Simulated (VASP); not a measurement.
**AgRuSe2: single point with PBE**

AgRuSe2:

```
CELL_PARAMETERS angstrom
1.96866 1.13661 7.14699
-1.96866 1.13661 7.14699
0.00000 -2.27321 7.14699
ATOMIC_POSITIONS crystal
Ag 0.50000 0.50000 0.50000
Ru 0.00000 0.00000 0.00000
Se 0.26670 0.26670 0.26670
Se 0.73330 0.73330 0.73330
```

* Program: VASP 6.6.1
* Task: single point
* Functional: PBE
* Potentials or basis: VASP PAW PBE potentials, release 64 (Ag, Ru_pv, Se)
* Cutoff: 520 eV
* k mesh: 6 × 6 × 6
* Occupations: gaussian, width 0.05 eV
* Spin: collinear spin, ferromagnetic start
* Starting moments: [0.0, 5.0, 0.0, 0.0] μB
* Dipole correction: no
* Further INCAR settings: ALGO = Normal; EDIFF = 1e-06; NBANDS = 30

* Pressure: -11.2 GPa
* Largest force: 0.878 eV/Å
* Band gap on the k mesh: zero (filled and empty bands overlap)
* Net moment: 1.00 μB per cell
* Site moments: Ag +0.00; Ru +0.80; Se +0.05 μB
* Valence electrons inside the program's atomic spheres: Ag 9.64; Ru 12.30; Se 3.72

Forces on the atoms (eV/Å):
```
Ag   0.000  0.000  0.000
Ru   0.000  0.000  0.000
Se   0.000  0.000  0.878
Se   0.000  0.000 -0.878
```

Stress tensor (GPa, compression positive):
```
-12.00   0.00   0.00
  0.00 -12.00   0.00
  0.00   0.00  -9.69
```

Levels at points of the mesh, in eV from the Fermi level:
Spin up:
```csv
k point,band 17,band 18,band 19,band 20,band 21,band 22
"(0.00, 0.00, 0.00)",-0.91,-0.67,-0.67,0.98,2.21,2.21
"(0.50, 0.00, 0.00)",-1.23,-0.89,-0.64,1.13,1.66,2.65
"(0.50, 0.50, 0.00)",-1.20,-0.89,-0.66,1.37,2.10,2.12
"(0.50, 0.50, 0.50)",-0.50,-0.41,-0.41,1.99,1.99,2.99
```
Spin down:
| k point | band 15 | band 16 | band 17 | band 18 | band 19 | band 20 | band 21 | band 22 |
| --- | --- | --- | --- | --- | --- | --- | --- | --- |
| (0.00, 0.00, 0.00) | -0.71 | -0.71 | -0.60 | -0.60 | -0.44 | 1.09 | 2.44 | 2.44 |
| (0.50, 0.00, 0.00) | -1.63 | -1.40 | -0.71 | -0.20 | 0.00 | 1.40 | 1.91 | 2.68 |
| (0.50, 0.50, 0.00) | -1.98 | -1.92 | -0.74 | -0.19 | -0.02 | 1.44 | 2.34 | 2.36 |
| (0.50, 0.50, 0.50) | -0.73 | -0.73 | -0.35 | -0.35 | 0.01 | 2.23 | 2.23 | 3.02 |

Run time: 8.4 min on 1 thread of AMD EPYC 7R43 64-Core Processor (Zen 3), on a shared host, peak memory 0.59 GiB.

Caveat: the moment fell far below its start of 5 μB, so a state of higher moment may lie lower in energy.
